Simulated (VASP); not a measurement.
Here is a VASP 6.6.1 calculation.

The input INCAR:

```
PREC = Accurate
ENCUT = 520
EDIFF = 1E-6
ISMEAR = -1
SIGMA = 0.17
LREAL = Auto
LASPH = T
NELM = 60
ALGO = Normal
ISIF = 2
LWAVE = F
LCHARG = F
GGA = PE
NBANDS = 78
```

Contents of KPOINTS:

```
Automatic mesh
0
Gamma
  2 2 2
```

Contents of POSCAR:

```
TaN
1.0
   -2.9399420000     -5.0921290000      0.0000000000
    4.4099130000     -2.5460650000      0.0000000000
    0.0000000000      0.0000000000      5.7803500000
Ta N
8 8
Direct
    0.7410631217      0.4887585302      0.2272526750
    0.7297737782      0.4705291422      0.7164964059
    0.4913850359     -0.0111921697      0.2067694863
    0.4782747829     -0.0216557284      0.7112718088
    0.2369707417      0.4708891618      0.2150042817
    0.2466292685      0.4672826301      0.7189876046
   -0.0183005468     -0.0113159934      0.2073749859
    0.0012506162     -0.0168763558      0.7110123089
    0.4951807340      0.6456142417     -0.0330083818
    0.5095098110      0.6496339707      0.4606641466
    0.2301007682      0.1507020462     -0.0317108826
    0.2373042493      0.1491777115      0.4724800401
   -0.0210245571      0.6535024663     -0.0352227806
   -0.0052278620      0.6549404464      0.4664596434
    0.7333077566      0.1454410263     -0.0409490775
    0.7291640633      0.1625655777      0.4613215463
```

Potentials or basis: VASP PAW PBE potentials, release 64 (Ta_pv, N).

Launch:

```console
$ cat potpaw_PBE.64/Ta_pv/POTCAR potpaw_PBE.64/N/POTCAR > POTCAR
$ mpirun -np 1 vasp_std > vasp.out
```

Task: Estimate the pressure.

Result: 7.2 GPa.

Task: Estimate the largest force.

Result: 3.020 eV/Å.

Forces in eV/Å, atoms in the order of the input:
```
Ta  -0.206  0.032 -2.564
Ta   0.491 -2.506  0.437
Ta  -0.721  0.987  1.134
Ta  -1.646 -1.678  0.271
Ta   1.865 -1.328  0.359
Ta   2.850  0.083 -0.560
Ta  -1.194 -0.016  1.228
Ta   0.473  2.964  0.336
N    0.281  0.640 -0.020
N    1.243  1.607  0.600
N   -0.705 -0.323 -0.363
N   -0.171 -0.133 -1.220
N   -0.862 -0.370  0.034
N   -0.343  0.290 -0.048
N    0.095 -0.278  0.218
N   -1.450  0.028  0.157
```

Caveat: the k points lie up to 0.62 Å⁻¹ apart; the atoms stand as in a frame of molecular dynamics; forces of over 1 eV/Å act on the atoms, so gaps and moduli don't describe the material at rest.
